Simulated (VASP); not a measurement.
Input of a VASP 6.6.1 run:

INCAR

```
PREC = Accurate
ENCUT = 520
EDIFF = 1E-6
ISMEAR = 0
SIGMA = 0.1
LREAL = False
LASPH = True
NELM = 100
ALGO = Fast
ISIF = 2
LWAVE = False
LCHARG = False
GGA = PS
NBANDS = 25
```

The input KPOINTS:

```
regular mesh
0
Gamma
  12 12 12
```

POSCAR

```
SiNi3
1.0
    3.4610444791      0.0000000000      0.0000000000
    0.0000000000      3.4610444791      0.0000000000
    0.0000000000      0.0000000000      3.4610444791
Si Ni
1 3
Direct
    0.0000000000      0.0000000000      0.0000000000
    0.0000000000      0.5000000000      0.5000000000
    0.5000000000      0.0000000000      0.5000000000
    0.5000000000      0.5000000000      0.0000000000
```

Potentials or basis: VASP PAW PBE potentials, release 64 (Si, Ni).

Launch:

```sh
$ cat potpaw_PBE.64/Si/POTCAR potpaw_PBE.64/Ni/POTCAR > POTCAR
$ mpirun -np 1 vasp_std > vasp.out
```

Q: What does it give for the pressure?

A: 0.2 GPa.

Q: Estimate the band gap on the k mesh.

A: Zero (band 17 reaches 11.13 eV, above the bottom of band 18 at 10.88 eV).

Caveat: the PAW data sets were made with another functional, which shifts forces and pressure a little. Spin polarisation is off, so any magnetic state and its effect on volume and gap are missing.
